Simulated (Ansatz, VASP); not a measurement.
**Two plane-wave programs on Cu**

INCAR

```
ALGO = Normal
EDIFF = 1E-6
ENCUT = 520
GGA = PE
ISIF = 2
ISMEAR = 0
LASPH = T
LCHARG = F
LREAL = Auto
LWAVE = F
NBANDS = 168
NELM = 60
PREC = Accurate
SIGMA = 0.1
```

Contents of KPOINTS:

```
k-points
0
Gamma
  4 4 4
```

POSCAR

```
Cu
1.0
    0.0000000000      5.4447042149     -5.4447042149
   -5.4447042149      0.0000000000     -5.4447042149
   -5.4447042149      5.4447042149      0.0000000000
Cu
27
Direct
    0.6666666667      0.6666666667      0.0000000000
    0.3333333333      0.6666666667      0.0000000000
    0.6666666667      0.3333333333      0.0000000000
    0.0000000000      0.6666666667      0.0000000000
    0.3333333333      0.3333333333      0.0000000000
    0.6666666667      0.0000000000      0.0000000000
    0.0000000000      0.3333333333      0.0000000000
    0.3333333333      0.0000000000      0.0000000000
    0.0000000000      0.0000000000      0.0000000000
    0.6666666667      0.6666666667      0.3333333333
    0.3333333333      0.6666666667      0.3333333333
    0.6666666667      0.3333333333      0.3333333333
    0.0000000000      0.6666666667      0.3333333333
    0.3333333333      0.3333333333      0.3333333333
    0.6666666667      0.0000000000      0.3333333333
    0.0000000000      0.3333333333      0.3333333333
    0.3333333333      0.0000000000      0.3333333333
    0.0000000000      0.0000000000      0.3333333333
    0.6666666667      0.6666666667      0.6666666667
    0.3333333333      0.6666666667      0.6666666667
    0.6666666667      0.3333333333      0.6666666667
    0.0000000000      0.6666666667      0.6666666667
    0.3333333333      0.3333333333      0.6666666667
    0.6666666667      0.0000000000      0.6666666667
    0.0000000000      0.3333333333      0.6666666667
    0.3333333333      0.0000000000      0.6666666667
    0.0000000000      0.0000000000      0.6666666667
```

Input for Ansatz:

```yaml
crystal:
  lattice:
    - [0.0, 5.4447042149, -5.4447042149]
    - [-5.4447042149, 0.0, -5.4447042149]
    - [-5.4447042149, 5.4447042149, 0.0]
  atoms:
    - { symbol: Cu, position: [0.6666666667, 0.6666666667, 0.0] }
    - { symbol: Cu, position: [0.3333333333, 0.6666666667, 0.0] }
    - { symbol: Cu, position: [0.6666666667, 0.3333333333, 0.0] }
    - { symbol: Cu, position: [0.0, 0.6666666667, 0.0] }
    - { symbol: Cu, position: [0.3333333333, 0.3333333333, 0.0] }
    - { symbol: Cu, position: [0.6666666667, 0.0, 0.0] }
    - { symbol: Cu, position: [0.0, 0.3333333333, 0.0] }
    - { symbol: Cu, position: [0.3333333333, 0.0, 0.0] }
    - { symbol: Cu, position: [0.0, 0.0, 0.0] }
    - { symbol: Cu, position: [0.6666666667, 0.6666666667, 0.3333333333] }
    - { symbol: Cu, position: [0.3333333333, 0.6666666667, 0.3333333333] }
    - { symbol: Cu, position: [0.6666666667, 0.3333333333, 0.3333333333] }
    - { symbol: Cu, position: [0.0, 0.6666666667, 0.3333333333] }
    - { symbol: Cu, position: [0.3333333333, 0.3333333333, 0.3333333333] }
    - { symbol: Cu, position: [0.6666666667, 0.0, 0.3333333333] }
    - { symbol: Cu, position: [0.0, 0.3333333333, 0.3333333333] }
    - { symbol: Cu, position: [0.3333333333, 0.0, 0.3333333333] }
    - { symbol: Cu, position: [0.0, 0.0, 0.3333333333] }
    - { symbol: Cu, position: [0.6666666667, 0.6666666667, 0.6666666667] }
    - { symbol: Cu, position: [0.3333333333, 0.6666666667, 0.6666666667] }
    - { symbol: Cu, position: [0.6666666667, 0.3333333333, 0.6666666667] }
    - { symbol: Cu, position: [0.0, 0.6666666667, 0.6666666667] }
    - { symbol: Cu, position: [0.3333333333, 0.3333333333, 0.6666666667] }
    - { symbol: Cu, position: [0.6666666667, 0.0, 0.6666666667] }
    - { symbol: Cu, position: [0.0, 0.3333333333, 0.6666666667] }
    - { symbol: Cu, position: [0.3333333333, 0.0, 0.6666666667] }
    - { symbol: Cu, position: [0.0, 0.0, 0.6666666667] }
basis:
  ecutwfc: 420
  xc_grid: 2
kpoints:
  mp_grid: { grid: [4, 4, 4], shift: [0.0, 0.0, 0.0] }
hamiltonian:
  xc: pbe
scf:
  occupations: { method: gaussian, width: 0.1 }
output:
  forces: true
  stress: true
  eigenvalues: true
```

Alike in both runs: task single point; functional PBE; k mesh 4 × 4 × 4; occupations gaussian, width 0.1 eV; no spin polarisation.

|  | VASP | Ansatz |
| --- | --- | --- |
| version | VASP 6.6.1 | Ansatz 0.2.0 |
| potentials or method | VASP PAW PBE potentials, release 64 (Cu), cutoff 520 eV | scalar-relativistic, plane waves, PAW |
| valence electrons in the cell | 297 | 513 |

VASP gave:

| Property | Result |
| --- | --- |
| gap on the k mesh at the Fermi level (eV) | none |
| pressure (GPa) | 0.4 |

Q: Estimate Ansatz's values.

A: gap on the k mesh at the Fermi level (eV): none; pressure (GPa): -0.1.

A gap of «none» marks a metal or a gap that the smearing closes. With one functional, cell and mesh, what is left measures potentials, basis and numerics. VASP's potentials hold 297 valence electrons a cell and Ansatz's 513, so a difference there can come from the potentials and not from the codes.
